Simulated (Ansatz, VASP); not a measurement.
**Pt in VASP and in Ansatz**

```
Pt
1.0
    -0.05874    1.95790    1.95790
     1.95790   -0.05874    1.95790
     1.89916    1.89916    0.00000
Pt
1
Cartesian
  0.0000 0.0000 0.0000
```

Change from the starting cell: strain -0.0600 x Voigt [0, 0, 0, 0, 0, 1], atoms carried along.

Alike in both runs: task single point; functional PBEsol; k mesh 20 × 20 × 20; occupations gaussian, width 0.15 eV; no spin polarisation.

```csv
,VASP,Ansatz
version,VASP 6.6.1,Ansatz 0.2.0
potentials or method,"VASP PAW PBE potentials, release 64 (Pt), cutoff 520 eV","scalar-relativistic, plane waves, PAW"
valence electrons in the cell,10,18
```

Ansatz gave:

* gap on the k mesh at the Fermi level (eV): none
* pressure (GPa): 1.7
* traceless stress, the component that is largest in VASP (GPa): 5.27

Problem. Which values does VASP return?

Solution. gap on the k mesh at the Fermi level (eV): none; pressure (GPa): 1.2; traceless stress, the component that is largest in VASP (GPa): 5.31.

VASP's potentials were made for PBE, not for PBEsol. A gap of «none» marks a metal or a gap that the smearing closes. VASP's potentials hold 10 valence electrons a cell and Ansatz's 18, so a difference there can come from the potentials and not from the codes.

Neither program's run includes spin-orbit coupling.
